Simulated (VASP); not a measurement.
# CdS (F-43m) in VASP: a series of runs, part 2 of 2

VASP 6.6.1.

### 3 Single point, PBEsol

This run uses another cell than the first one, of 24.33 Å³/atom.

Input file INCAR:

```
SYSTEM = CdS
PREC     = Accurate       ! precision mode
ENCUT    = 500            ! plane-wave cutoff, eV
EDIFF    = 1E-6           ! SCF threshold, eV
ISMEAR   = 0              ! smearing method
SIGMA    = 0.01           ! smearing width, eV
LREAL    = .False.        ! projectors in reciprocal space
LASPH    = .True.         ! aspherical terms in the spheres
NELM     = 120            ! most SCF steps
ALGO     = Normal         ! electronic algorithm
ISIF     = 2              ! what is computed and relaxed
LWAVE    = .False.        ! write WAVECAR
LCHARG   = .False.        ! write CHGCAR
GGA      = PS             ! functional
NBANDS   = 16             ! bands
GGA_COMPAT= .False.
```

Input file KPOINTS:

```
Automatic mesh
0
Gamma
  7 7 7
  0 0 0
```

Input file POSCAR:

```
CdS
1.0
    0.0000000000      2.8976561378      2.8976561378
    2.8976561378      0.0000000000      2.8976561378
    2.8976561378      2.8976561378      0.0000000000
Cd S
1 1
Direct
    0.0000000000      0.0000000000      0.0000000000
    0.2500000000      0.2500000000      0.2500000000
```

Potentials or basis: VASP PAW PBE potentials, release 64 (Cd, S).

Started as:

```sh
$ cat potpaw_PBE.64/Cd/POTCAR potpaw_PBE.64/S/POTCAR > POTCAR
$ mpirun -np 1 vasp_std > vasp.out
```

OUTCAR:

```text
SYSTEM = CdS
   PREC = Accurate
   ENCUT = 500
   EDIFF = 1E-6
   ISMEAR = 0
   LREAL = .False.
   LASPH = .True.
   NELM = 120
   ISIF = 2
   GGA = PS

 ion  position               nearest neighbor table
   1  0.000  0.000  0.000-   2 2.51   2 2.51   2 2.51   2 2.51
   2  0.250  0.250  0.250-   1 2.51   1 2.51   1 2.51   1 2.51

  LATTYP: Found a face centered cubic cell.
 ALAT       =     5.7953122756

  Lattice vectors:

 A1 = (   0.0000000000,   2.8976561378,   2.8976561378)
 A2 = (   2.8976561378,   0.0000000000,   2.8976561378)
 A3 = (   2.8976561378,   2.8976561378,   0.0000000000)

Analysis of symmetry for initial positions (statically):
=====================================================================
 Subroutine PRICEL returns:
 Original cell was already a primitive cell.

 Routine SETGRP: Setting up the symmetry group for a
 face centered cubic supercell.

 Subroutine GETGRP returns: Found 24 space group operations
 (whereof 24 operations were pure point group operations)
 out of a pool of 48 trial point group operations.

The static configuration has the point symmetry T_d .

Analysis of symmetry for dynamics (positions and initial velocities):
=====================================================================
 Subroutine PRICEL returns:
 Original cell was already a primitive cell.

 Routine SETGRP: Setting up the symmetry group for a
 face centered cubic supercell.

 Subroutine GETGRP returns: Found 24 space group operations
 (whereof 24 operations were pure point group operations)
 out of a pool of 48 trial point group operations.

The dynamic configuration has the point symmetry T_d .

 Subroutine INISYM returns: Found 24 space group operations
 (whereof 24 operations are pure point group operations),
 and found     1 'primitive' translations

----------------------------------------------------------------------------------------

                                     Primitive cell

  volume of cell :      48.6598

  direct lattice vectors                    reciprocal lattice vectors
     0.000000000  2.897656138  2.897656138    -0.172553256  0.172553256  0.172553256
     2.897656138  0.000000000  2.897656138     0.172553256 -0.172553256  0.172553256
     2.897656138  2.897656138  0.000000000     0.172553256  0.172553256 -0.172553256

  length of vectors
     4.097904609  4.097904609  4.097904609     0.298871006  0.298871006  0.298871006

  position of ions in fractional coordinates (direct lattice)
     0.000000000  0.000000000  0.000000000
     0.250000000  0.250000000  0.250000000

  ion indices of the primitive-cell ions
   primitive index   ion index
                 1           1
                 2           2

----------------------------------------------------------------------------------------

 KPOINTS: Automatic mesh

Automatic generation of k-mesh.
 Grid dimensions read from file:
 generate k-points for:    7    7    7

 Generating k-lattice:

  Cartesian coordinates                     Fractional coordinates (reciprocal lattice)
    -0.024650465  0.024650465  0.024650465     0.142857143  0.000000000  0.000000000
     0.024650465 -0.024650465  0.024650465     0.000000000  0.142857143  0.000000000
     0.024650465  0.024650465 -0.024650465     0.000000000  0.000000000  0.142857143

  Length of vectors
     0.042695858  0.042695858  0.042695858

  Shift w.r.t. Gamma in fractional coordinates (k-lattice)
     0.000000000  0.000000000  0.000000000

 Subroutine IBZKPT returns following result:
 ===========================================

 Found     20 irreducible k-points:

 Following reciprocal coordinates:
            Coordinates               Weight
  0.000000  0.000000  0.000000      1.000000
  0.142857  0.000000  0.000000      8.000000
  0.285714  0.000000  0.000000      8.000000
  0.428571  0.000000  0.000000      8.000000
  0.142857  0.142857  0.000000      6.000000
  0.285714  0.142857  0.000000     24.000000
[... 12 lines left out ...]
 -0.428571  0.428571  0.142857     24.000000
 -0.285714  0.428571  0.142857     24.000000
   k-points           NKPTS =     20   k-points in BZ     NKDIM =     20   number of bands    NBANDS=     16
   number of dos      NEDOS =    301   number of ions     NIONS =      2
   total plane-waves  NPLWV =  27000
   dimension x,y,z NGX =    30 NGY =   30 NGZ =   30
   dimension x,y,z NGXF=    60 NGYF=   60 NGZF=   60
   ions per type =               1   1
   NGX,Y,Z   is equivalent  to a cutoff of  12.17, 12.17, 12.17 a.u.
   NGXF,Y,Z  is equivalent  to a cutoff of  24.34, 24.34, 24.34 a.u.
 SYSTEM =  CdS
   PREC   = accura    normal or accurate (medium, high low for compatibility)
   ISTART =      0    job   : 0-new  1-cont  2-samecut
   ICHARG =      2    charge: 1-file 2-atom 10-const
   ISPIN  =      1    spin polarized calculation?
   LNONCOLLINEAR =      F non collinear calculations
   LSORBIT =      F    spin-orbit coupling
   LASPH  =      T    aspherical Exc in radial PAW
   ENCUT  =  500.0 eV  36.75 Ry    6.06 a.u.   7.47  7.47  7.47*2*pi/ulx,y,z
   NELM   =    120;   NELMIN=  2; NELMDL= -5     # of ELM steps
   EDIFF  = 0.1E-05   stopping-criterion for ELM
   LREAL  =      F    real-space projection
   EDIFFG = 0.1E-04   stopping-criterion for IOM
   NSW    =      0    number of steps for IOM
   IBRION =     -1    ionic relax: 0-MD 1-quasi-New 2-CG
   NFREE  =      0    steps in history (QN), initial steepest desc. (CG)
   ISIF   =      2    stress and relaxation
   ISYM   =      2    0-nonsym 1-usesym 2-fastsym
   POTIM  = 0.5000    time-step for ionic-motion
   TEBEG  =    0.0;   TEEND  =   0.0 temperature during run
   PSTRESS=    0.0 pullay stress
   NELECT =      18.0000    total number of electrons
   NUPDOWN=      -1.0000    fix difference up-down
   EMIN   =  10.00;   EMAX   =-10.00  energy-range for DOS
   EFERMI =   0.00;   METHOD = LEGACY
   ISMEAR =     0;   SIGMA  =   0.01  broadening in eV -4-tet -1-fermi 0-gaus
   EFERMI_NEDOS =   21; number of points for ismear=-14 and -15
   IALGO  =     38    algorithm
   IMIX   =      4    mixing-type and parameters
     AMIX     =   0.40;   BMIX     =  1.00
     AMIX_MAG =   1.60;   BMIX_MAG =  1.00
  volume/ion in A,a.u.               =      24.33       164.19
  Fermi-wavevector in a.u.,A,eV,Ry     =   1.175192  2.220791 18.790682  1.381076
  Thomas-Fermi vector in A             =   2.311577
   LORBIT       =      0    0 simple, 1 ext, 2 COOP (PROOUT), +10 PAW based schemes
   GGA     = PS    functional components
   LHFCALC =     F    Hartree Fock is set to
   AEXX    =    0.0000 exact exchange contribution
   IVDW    =     0    specifies the selected vdW correction
   LEPSILON=     F    determine dielectric tensor
   LRPA    =     F    only Hartree local field effects (RPA)
 non-spin polarized calculation
 Gauss-broadening in eV      SIGMA  =   0.01
  energy-cutoff  :      500.00
  volume of cell :       48.66
 maximum number of plane-waves:      1251
 NGX is ok and might be reduce to    30
   NGX = 15   NGY = 15   NGZ = 15

 number of electron      18.0000008 magnetization

 Free energy of the ion-electron system (eV)
  ---------------------------------------------------
  ext. energy  EPLUGINS =         0.00000000
  ---------------------------------------------------
  free energy    TOTEN  =        -6.80823102 eV

  energy without entropy =       -6.80823102  energy(sigma->0) =       -6.80823102

 E-fermi :   1.4353     XC(G=0):  -9.4697

 val. band max:        1.3827779198   @ k =   0.0000   0.0000   0.0000
 cond. band min:       2.4304833584   @ k =   0.0000   0.0000   0.0000
 fundamental gap:      1.0477054386
 Fermi energy:         1.4353067907

 k-point     1 :       0.0000    0.0000    0.0000
  band No.  band energies     occupation
      1     -11.1251      2.00000
      2      -6.4231      2.00000
      3      -6.4231      2.00000
      4      -6.4231      2.00000
      5      -5.9076      2.00000
      6      -5.9076      2.00000
[... 8 lines left out ...]
     15      12.8578      0.00000
     16      12.8578      0.00000
[... 343 lines left out ...]
 k-point    20 :      -0.2857    0.4286    0.1429
  band No.  band energies     occupation
      1     -10.5389      2.00000
      2      -6.2019      2.00000
      3      -6.1457      2.00000
      4      -5.9638      2.00000
      5      -5.8900      2.00000
      6      -5.2679      2.00000
[... 8 lines left out ...]
     15      13.6677      0.00000
     16      15.4166      0.00000

------------------------ aborting loop because EDIFF is reached ----------------------------------------

  FORCE on cell =-STRESS in cart. coord.  units (eV):
  Direction    XX          YY          ZZ          XY          YZ          ZX
  --------------------------------------------------------------------------------------
  -------------------------------------------------------------------------------------
  Total        0.4166700      0.4166700      0.4166700     -0.0000000     -0.0000000      0.0000000
  in kB       13.7193110     13.7193110     13.7193110     -0.0000000     -0.0000000      0.0000000
  external PRESSURE =      13.7193110 kB  Pullay stress =       0.0000000 kB

 VOLUME and BASIS-vectors are now :
 -----------------------------------------------------------------------------
  energy-cutoff  :      500.00
  volume of cell :       48.66
      direct lattice vectors                 reciprocal lattice vectors
     0.000000000  2.897656138  2.897656138    -0.172553256  0.172553256  0.172553256
     2.897656138  0.000000000  2.897656138     0.172553256 -0.172553256  0.172553256
     2.897656138  2.897656138  0.000000000     0.172553256  0.172553256 -0.172553256

 POSITION                                       TOTAL-FORCE (eV/Angst)
 -----------------------------------------------------------------------------------
      0.00000      0.00000      0.00000        -0.000000     -0.000000     -0.000000
      1.44883      1.44883      1.44883         0.000000      0.000000      0.000000
 -----------------------------------------------------------------------------------
    total drift:                               -0.000000     -0.000000     -0.000000

  FREE ENERGIE OF THE ION-ELECTRON SYSTEM (eV)
  ---------------------------------------------------
  free  energy   TOTEN  =        -6.8082310221 eV

  energy  without entropy=       -6.8082310221  energy(sigma->0) =       -6.80823102
```

Run time: 16 s. Hardware: 1 thread of Intel Xeon Platinum 8259CL at 2.50GHz (Skylake/Cascade Lake), shared host; peak memory 0.17 GiB.

What came out:

```
Free energy            : -6.8082 eV
Pressure               : 1.4 GPa
Band gap on the k mesh : 1.05 eV
```

Caveat: the PAW data sets were made with another functional, which shifts forces and pressure a little.
